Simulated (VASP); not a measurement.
CdS: single point with r2SCAN

CdS:

```xyz
2
Lattice="0.0000 2.6587 2.6587 2.6587 0.0000 2.6587 2.6587 2.6587 0.0000" Properties=species:S:1:pos:R:3 pbc="T T T"
Cd    0.0226    0.0000    0.0000
S     2.5796    2.6587    2.6587
```

```yaml
Program: VASP 6.6.1
Task: single point
Functional: r2SCAN
Potentials_or_basis: VASP PAW PBE potentials, release 64 (Cd, S)
Cutoff: 520 eV
k_mesh: 8 × 8 × 8
Occupations: gaussian, width 0.05 eV
Spin: no spin polarisation
```

```yaml
Pressure: 8.5 GPa
Largest_force: 0.351 eV/Å
Band_gap_on_the_k_mesh: 0.74 eV, indirect (least direct gap 2.91 eV)
```

Forces in eV/Å, atoms in the order of the input:
```
Cd  -0.351  0.000  0.000
S    0.351  0.000  0.000
```

Stress tensor (GPa, compression positive):
```
9.55 0.00 0.00
0.00 7.99 0.00
0.00 0.00 7.99
```

Levels at points of the mesh, in eV from the valence-band top:
```
           k point  band 6  band 7  band 8  band 9  band 10  band 11  band 12  band 13
(0.00, 0.00, 0.00)   -8.04   -0.93   -0.93   -0.92     1.99     9.70     9.70     9.72
(0.50, 0.00, 0.00)   -7.78   -5.29   -0.01    0.00     4.01     6.41     6.43     8.30
(0.50, 0.50, 0.00)   -6.80   -4.90   -2.53   -2.51     0.74     6.27    11.35    12.94
(0.00, 0.50, 0.50)   -6.80   -4.93   -2.54   -2.54     0.75     6.31    11.37    12.92
```

It took 96 s on 1 thread of Intel(R) Xeon(R) Platinum 8375C CPU @ 2.90GHz (Ice Lake), with other jobs on the host, peak memory 0.19 GiB.

Caveat: the PAW data sets were made with another functional, which shifts forces and pressure a little. A k mesh can miss the band edges.
